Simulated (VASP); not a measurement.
# Au (I4/mmm) in VASP: further runs

Au is run at these levels: LDA; tasks: single point.

Everything below comes from runs of VASP 6.6.1. Logs are shortened: lines on timing, memory, paths and dates and some standing lists are left out, and cuts for length are marked.

## Step 1: The cell of the first run

It takes space group I4/mmm (No. 139, tetragonal). The conventional cell has a = 3.215 Å, b = 3.215 Å, c = 3.315 Å, α = 90.00°, β = 90.00°, γ = 90.00°. Within 3.7 Å of Au (site symmetry 4/mmm) lie 14 Au at 2.81 to 3.31 Å.

## Step 2: Single point, LDA (strain -0.030 along x and y, +0.000 along z)

INCAR reads:

```
PREC = Accurate ; ENCUT = 500
EDIFF = 1E-6 ; ISMEAR = 0
SIGMA = 0.15 ; LREAL = False
LASPH = True ; NELM = 120
ALGO = Normal ; ISIF = 2
LWAVE = False ; LCHARG = True
LELF = True ; LVHAR = True
NBANDS = 12 ; GGA_COMPAT = False
```

KPOINTS reads:

```
Automatic mesh
0
Gamma
  20 20 20
```

POSCAR reads:

```
Au
1.0
   -1.6075509300      1.6075509300      1.6572690000
    1.6075509300     -1.6075509300      1.6572690000
    1.6075509300      1.6075509300     -1.6572690000
Au
1
Direct
    0.0000000000      0.0000000000      0.0000000000
```

Potentials or basis: VASP PAW LDA potentials, release 64 (Au).

Launch:

```console
$ cat potpaw_LDA.64/Au/POTCAR > POTCAR
$ mpirun -np 1 vasp_std > vasp.out
```

OUTCAR:

```text
PREC = Accurate
   ENCUT = 500
   EDIFF = 1E-6
   ISMEAR = 0
   LREAL = False
   LASPH = True
   NELM = 120
   ISIF = 2

 ion  position               nearest neighbor table
   1  0.000  0.000  0.000-

  LATTYP: Found a body centered tetragonal cell.
 ALAT       =     3.2151018600
 C/A-ratio  =     1.0309278351

  Lattice vectors:

 A1 = (  -1.6075509300,   1.6075509300,   1.6572690000)
 A2 = (   1.6075509300,  -1.6075509300,   1.6572690000)
 A3 = (   1.6075509300,   1.6075509300,  -1.6572690000)

Analysis of symmetry for initial positions (statically):
=====================================================================
 Subroutine PRICEL returns:
 Original cell was already a primitive cell.

 Routine SETGRP: Setting up the symmetry group for a
 body centered tetragonal supercell.

 Subroutine GETGRP returns: Found 16 space group operations
 (whereof 16 operations were pure point group operations)
 out of a pool of 16 trial point group operations.

The static configuration has the point symmetry D_4h.

Analysis of symmetry for dynamics (positions and initial velocities):
=====================================================================
 Subroutine PRICEL returns:
 Original cell was already a primitive cell.

 Routine SETGRP: Setting up the symmetry group for a
 body centered tetragonal supercell.

 Subroutine GETGRP returns: Found 16 space group operations
 (whereof 16 operations were pure point group operations)
 out of a pool of 16 trial point group operations.

The dynamic configuration has the point symmetry D_4h.

 Subroutine INISYM returns: Found 16 space group operations
 (whereof 16 operations are pure point group operations),
 and found     1 'primitive' translations

----------------------------------------------------------------------------------------

                                     Primitive cell

  volume of cell :      17.1310

  direct lattice vectors                    reciprocal lattice vectors
    -1.607550930  1.607550930  1.657269000     0.000000000  0.311032136  0.301701172
     1.607550930 -1.607550930  1.657269000     0.311032136  0.000000000  0.301701172
     1.607550930  1.607550930 -1.657269000     0.311032136  0.311032136  0.000000000

  length of vectors
     2.813357518  2.813357518  2.813357518     0.433318113  0.433318113  0.439865866

  position of ions in fractional coordinates (direct lattice)
     0.000000000  0.000000000  0.000000000

  ion indices of the primitive-cell ions
   primitive index   ion index
                 1           1

----------------------------------------------------------------------------------------

 KPOINTS: Automatic mesh

Automatic generation of k-mesh.
 Grid dimensions read from file:
 generate k-points for:   20   20   20

 Generating k-lattice:

  Cartesian coordinates                     Fractional coordinates (reciprocal lattice)
     0.000000000  0.015551607  0.015085059     0.050000000  0.000000000  0.000000000
     0.015551607  0.000000000  0.015085059     0.000000000  0.050000000  0.000000000
     0.015551607  0.015551607  0.000000000     0.000000000  0.000000000  0.050000000

  Length of vectors
     0.021665906  0.021665906  0.021993293

  Shift w.r.t. Gamma in fractional coordinates (k-lattice)
     0.000000000  0.000000000  0.000000000

 Subroutine IBZKPT returns following result:
 ===========================================

 Found    641 irreducible k-points:

 Following reciprocal coordinates:
            Coordinates               Weight
  0.000000  0.000000  0.000000      1.000000
  0.050000 -0.000000  0.000000      8.000000
  0.100000  0.000000 -0.000000      8.000000
  0.150000  0.000000 -0.000000      8.000000
  0.200000  0.000000 -0.000000      8.000000
  0.250000 -0.000000  0.000000      8.000000
[... 16 lines left out ...]
 -0.400000  0.050000  0.000000     16.000000
 -0.350000  0.050000  0.000000     16.000000
 [... further k-points ...]
   k-points           NKPTS =    641   k-points in BZ     NKDIM =    641   number of bands    NBANDS=     12
   number of dos      NEDOS =    301   number of ions     NIONS =      1
   total plane-waves  NPLWV =  13824
   dimension x,y,z NGX =    24 NGY =   24 NGZ =   24
   dimension x,y,z NGXF=    48 NGYF=   48 NGZF=   48
   ions per type =               1
   NGX,Y,Z   is equivalent  to a cutoff of  14.18, 14.18, 14.18 a.u.
   NGXF,Y,Z  is equivalent  to a cutoff of  28.36, 28.36, 28.36 a.u.
 SYSTEM =  unknown system
   PREC   = accura    normal or accurate (medium, high low for compatibility)
   ISTART =      0    job   : 0-new  1-cont  2-samecut
   ICHARG =      2    charge: 1-file 2-atom 10-const
   ISPIN  =      1    spin polarized calculation?
   LNONCOLLINEAR =      F non collinear calculations
   LSORBIT =      F    spin-orbit coupling
   LASPH  =      T    aspherical Exc in radial PAW
   ENCUT  =  500.0 eV  36.75 Ry    6.06 a.u.   5.13  5.13  5.13*2*pi/ulx,y,z
   NELM   =    120;   NELMIN=  2; NELMDL= -5     # of ELM steps
   EDIFF  = 0.1E-05   stopping-criterion for ELM
   LREAL  =      F    real-space projection
   EDIFFG = 0.1E-04   stopping-criterion for IOM
   NSW    =      0    number of steps for IOM
   IBRION =     -1    ionic relax: 0-MD 1-quasi-New 2-CG
   NFREE  =      0    steps in history (QN), initial steepest desc. (CG)
   ISIF   =      2    stress and relaxation
   ISYM   =      2    0-nonsym 1-usesym 2-fastsym
   POTIM  = 0.5000    time-step for ionic-motion
   TEBEG  =    0.0;   TEEND  =   0.0 temperature during run
   PSTRESS=    0.0 pullay stress
   NELECT =      11.0000    total number of electrons
   NUPDOWN=      -1.0000    fix difference up-down
   EMIN   =  10.00;   EMAX   =-10.00  energy-range for DOS
   EFERMI =   0.00;   METHOD = LEGACY
   ISMEAR =     0;   SIGMA  =   0.15  broadening in eV -4-tet -1-fermi 0-gaus
   EFERMI_NEDOS =   21; number of points for ismear=-14 and -15
   IALGO  =     38    algorithm
   IMIX   =      4    mixing-type and parameters
     AMIX     =   0.40;   BMIX     =  1.00
     AMIX_MAG =   1.60;   BMIX_MAG =  1.00
  volume/ion in A,a.u.               =      17.13       115.61
  Fermi-wavevector in a.u.,A,eV,Ry     =   1.412358  2.668970 27.140304  1.994756
  Thomas-Fermi vector in A             =   2.534115
   LORBIT       =      0    0 simple, 1 ext, 2 COOP (PROOUT), +10 PAW based schemes
   GGA     = CA    functional components
   LHFCALC =     F    Hartree Fock is set to
   AEXX    =    0.0000 exact exchange contribution
   IVDW    =     0    specifies the selected vdW correction
   LEPSILON=     F    determine dielectric tensor
   LRPA    =     F    only Hartree local field effects (RPA)
 non-spin polarized calculation
 Gauss-broadening in eV      SIGMA  =   0.15
  energy-cutoff  :      500.00
  volume of cell :       17.13
 maximum number of plane-waves:       450
 NGX is ok and might be reduce to    24
   NGX = 11   NGY = 11   NGZ = 11

 number of electron      11.0000001 magnetization

 Free energy of the ion-electron system (eV)
  ---------------------------------------------------
  ext. energy  EPLUGINS =         0.00000000
  ---------------------------------------------------
  free energy    TOTEN  =        -4.41907684 eV

  energy without entropy =       -4.41642798  energy(sigma->0) =       -4.41775241

 E-fermi :   9.2142     XC(G=0): -12.9559

 val. band max:        9.2082959881   @ k =  -0.2000   0.4000   0.2000
 cond. band min:       9.2374932332   @ k =   0.4000   0.1000   0.0000
 fundamental gap:      0.0291972451
 Fermi energy:         9.2142168810

 k-point     1 :       0.0000    0.0000    0.0000
  band No.  band energies     occupation
      1      -0.6513      2.00000
      2       4.2710      2.00000
      3       4.2710      2.00000
      4       4.4678      2.00000
      5       6.1606      2.00000
      6       6.3898      2.00000
      7      25.3294      0.00000
      8      25.8475      0.00000
      9      25.8475      0.00000
     10      32.6394      0.00000
     11      33.6874      0.00000
     12      33.6874      0.00000

 k-point     2 :       0.0500   -0.0000    0.0000
  band No.  band energies     occupation
      1      -0.5599      2.00000
      2       4.2750      2.00000
      3       4.2810      2.00000
      4       4.4940      2.00000
      5       6.1349      2.00000
      6       6.3791      2.00000
      7      25.3644      0.00000
      8      25.8423      0.00000
      9      25.9654      0.00000
     10      31.6278      0.00000
     11      32.4095      0.00000
     12      33.3404      0.00000

 k-point     3 :       0.1000    0.0000   -0.0000
  band No.  band energies     occupation
      1      -0.2914      2.00000
      2       4.2385      2.00000
      3       4.2848      2.00000
      4       4.6457      2.00000
      5       6.0609      2.00000
      6       6.3605      2.00000
      7      25.3526      0.00000
      8      25.7348      0.00000
      9      26.3116      0.00000
     10      30.3090      0.00000
     11      30.9181      0.00000
     12      32.3956      0.00000

 k-point     4 :       0.1500    0.0000   -0.0000
  band No.  band energies     occupation
      1       0.1345      2.00000
      2       4.1260      2.00000
      3       4.2984      2.00000
      4       4.9424      2.00000
      5       5.9658      2.00000
      6       6.3502      2.00000
      7      24.7047      0.00000
      8      25.4758      0.00000
      9      26.8629      0.00000
     10      29.4351      0.00000
     11      30.0339      0.00000
     12      31.0604      0.00000

 k-point     5 :       0.2000    0.0000   -0.0000
  band No.  band energies     occupation
      1       0.6738      2.00000
      2       3.9771      2.00000
      3       4.3359      2.00000
      4       5.3505      2.00000
      5       5.8964      2.00000
      6       6.3519      2.00000
      7      23.1395      0.00000
      8      24.9550      0.00000
      9      27.5774      0.00000
     10      29.2645      0.00000
     11      29.5391      0.00000
     12      30.0301      0.00000
[... 228 lines left out ...]
      1       2.0069      2.00000
      2       3.3390      2.00000
      3       5.9839      2.00000
      4       6.4071      2.00000
      5       7.4036      2.00000
      6       8.8489      1.99943
      7      12.8258      0.00000
      8      21.6691      0.00000
      9      23.0078      0.00000
     10      31.2303      0.00000
     11      31.7226      0.00000
     12      31.7891      0.00000

 k-point    22 :      -0.4500    0.0500    0.0000
  band No.  band energies     occupation
      1       2.0182      2.00000
      2       3.3834      2.00000
      3       5.9001      2.00000
      4       6.3992      2.00000
      5       6.9962      2.00000
      6       8.1110      2.00000
      7      14.1181      0.00000
      8      21.8923      0.00000
      9      23.4386      0.00000
     10      30.8762      0.00000
     11      31.4535      0.00000
     12      32.1096      0.00000

 k-point    23 :      -0.4000    0.0500    0.0000
  band No.  band energies     occupation
      1       2.0043      2.00000
      2       3.4702      2.00000
      3       5.6604      2.00000
      4       6.1682      2.00000
      5       6.5466      2.00000
      6       7.4158      2.00000
      7      15.9291      0.00000
      8      22.3263      0.00000
      9      24.2370      0.00000
     10      30.3339      0.00000
     11      31.0833      0.00000
     12      32.3698      0.00000

 k-point    24 :      -0.3500    0.0500    0.0000
  band No.  band energies     occupation
      1       1.8814      2.00000
      2       3.5931      2.00000
      3       5.0418      2.00000
      4       5.9429      2.00000
      5       6.4625      2.00000
      6       6.8032      2.00000
      7      17.9516      0.00000
      8      22.9463      0.00000
      9      25.2967      0.00000
     10      29.5790      0.00000
     11      30.7374      0.00000
     12      32.0686      0.00000

 [... further k-points ...]
[... 5 lines left out ...]
  --------------------------------------------------------------------------------------
  -------------------------------------------------------------------------------------
  Total       -0.5393862     -0.5393862     -0.5272727      0.0000000      0.0000000      0.0000000
  in kB      -50.4461408    -50.4461408    -49.3132261      0.0000000      0.0000000      0.0000000
  external PRESSURE =     -50.0685026 kB  Pullay stress =       0.0000000 kB

 VOLUME and BASIS-vectors are now :
 -----------------------------------------------------------------------------
  energy-cutoff  :      500.00
  volume of cell :       17.13
      direct lattice vectors                 reciprocal lattice vectors
    -1.607550930  1.607550930  1.657269000     0.000000000  0.311032136  0.301701172
     1.607550930 -1.607550930  1.657269000     0.311032136  0.000000000  0.301701172
     1.607550930  1.607550930 -1.657269000     0.311032136  0.311032136  0.000000000

 POSITION                                       TOTAL-FORCE (eV/Angst)
 -----------------------------------------------------------------------------------
      0.00000      0.00000      0.00000         0.000000     -0.000000     -0.000000
 -----------------------------------------------------------------------------------
    total drift:                               -0.000000      0.000000      0.000000

  FREE ENERGIE OF THE ION-ELECTRON SYSTEM (eV)
  ---------------------------------------------------
  free  energy   TOTEN  =        -4.4190768424 eV

  energy  without entropy=       -4.4164279798  energy(sigma->0) =       -4.41775241
```

Run time: 59 s. Hardware: 1 thread of AMD EPYC 9R45 (Zen 5), shared host; peak memory 0.2 GiB.

Results:

| Quantity | Value |
| --- | --- |
| Free energy | -4.4191 eV |
| Pressure | -5.0 GPa |

Caveat: the cell differs from its parent crystal (strain -0.030 along x and y, +0.000 along z); spin-orbit coupling is left out, which moves the levels of the heavy elements.

## Step 3: Single point, LDA (strain -0.015 along x and y, -0.030 along z)

INCAR reads:

```
ALGO = Normal
EDIFF = 1E-6
ENCUT = 500
GGA_COMPAT = F
ISIF = 2
ISMEAR = 0
LASPH = T
LCHARG = T
LELF = T
LREAL = F
LVHAR = T
LWAVE = F
NBANDS = 12
NELM = 120
PREC = Accurate
SIGMA = 0.15
```

KPOINTS reads:

```
k-points
0
Gamma
  20 20 20
```

POSCAR reads:

```
Au
1.0
   -1.6324099650      1.6324099650      1.6075509300
    1.6324099650     -1.6324099650      1.6075509300
    1.6324099650      1.6324099650     -1.6075509300
Au
1
Direct
    0.0000000000      0.0000000000      0.0000000000
```

Potentials or basis: VASP PAW LDA potentials, release 64 (Au).

Launch:

```console
$ cat potpaw_LDA.64/Au/POTCAR > POTCAR
$ mpirun -np 1 vasp_std > vasp.out
```

It took 59 s on 1 thread of AMD EPYC 9R45 (Zen 5), shared host; peak memory 0.2 GiB.

It converged, with:

| Quantity | Value |
| --- | --- |
| Free energy | -4.4189 eV |
| Pressure | -5.1 GPa |

Levels at points of the mesh, in eV from the Fermi level:
```tsv
k point	band 3	band 4	band 5	band 6	band 7	band 8	band 9	band 10
(0.00, 0.00, 0.00)	-4.85	-4.85	-2.99	-2.87	16.37	16.37	16.64	23.93
(0.50, 0.00, 0.00)	-3.05	-2.69	-1.39	-0.64	3.55	12.25	13.65	21.65
(0.50, 0.50, 0.00)	-3.17	-2.76	-1.41	-0.73	3.42	12.46	14.00	22.13
(0.50, 0.50, 0.50)	-1.79	-1.79	-1.76	6.07	6.07	6.51	9.60	15.85
```

Caveat: the cell differs from its parent crystal (strain -0.015 along x and y, -0.030 along z); spin-orbit coupling is left out, which moves the levels of the heavy elements.

## Step 4: Single point, LDA (strain -0.030 along x and y, +0.015 along z)

INCAR reads:

```
SYSTEM = Au
PREC     = Accurate       ! precision mode
ENCUT    = 500            ! plane-wave cutoff, eV
EDIFF    = 1E-6           ! SCF threshold, eV
ISMEAR   = 0              ! smearing method
SIGMA    = 0.15           ! smearing width, eV
LREAL    = .False.        ! projectors in reciprocal space
LASPH    = .True.         ! aspherical terms in the spheres
NELM     = 120            ! most SCF steps
ALGO     = Normal         ! electronic algorithm
ISIF     = 2              ! what is computed and relaxed
LWAVE    = .False.        ! write WAVECAR
LCHARG   = .True.         ! write CHGCAR
GGA      = CA             ! functional
LELF     = .True.         ! ELF
LVHAR    = .True.       
NBANDS   = 12             ! bands
GGA_COMPAT= .False.
```

KPOINTS reads:

```
Automatic mesh
0
Gamma
  20 20 20
  0 0 0
```

POSCAR reads:

```
Au
1.0
   -1.6075509300      1.6075509300      1.6821280350
    1.6075509300     -1.6075509300      1.6821280350
    1.6075509300      1.6075509300     -1.6821280350
Au
1
Direct
    0.0000000000      0.0000000000      0.0000000000
```

Launch:

```console
$ cat potpaw_LDA.64/Au/POTCAR > POTCAR
$ mpirun -np 1 vasp_std > vasp.out
```

Run time: 58 s. Hardware: 1 thread of AMD EPYC 9R45 (Zen 5), shared host; peak memory 0.2 GiB.

Results (log left out):

- Free energy: -4.4095 eV
- Pressure: -7.3 GPa

Stress tensor (GPa, compression positive):
```
-7.39  0.00  0.00
 0.00 -7.39  0.00
 0.00  0.00 -7.14
```

Levels at points of the mesh, in eV from the Fermi level:
```
           k point  band 3  band 4  band 5  band 6  band 7  band 8  band 9  band 10
(0.00, 0.00, 0.00)   -4.89   -4.61   -3.08   -2.75   15.96   16.71   16.71    22.86
(0.50, 0.00, 0.00)   -3.23   -2.69   -1.44   -0.70    3.30   12.53   14.01    22.06
(0.50, 0.50, 0.00)   -2.82   -2.59   -1.37   -0.44    3.66   11.89   12.99    20.68
(0.50, 0.50, 0.50)   -1.84   -1.75   -1.75    5.35    6.63    6.63    9.33    15.48
```

Caveat: the cell differs from its parent crystal (strain -0.030 along x and y, +0.015 along z); spin-orbit coupling is left out, which moves the levels of the heavy elements.

(Continued in part 2 of 2.)
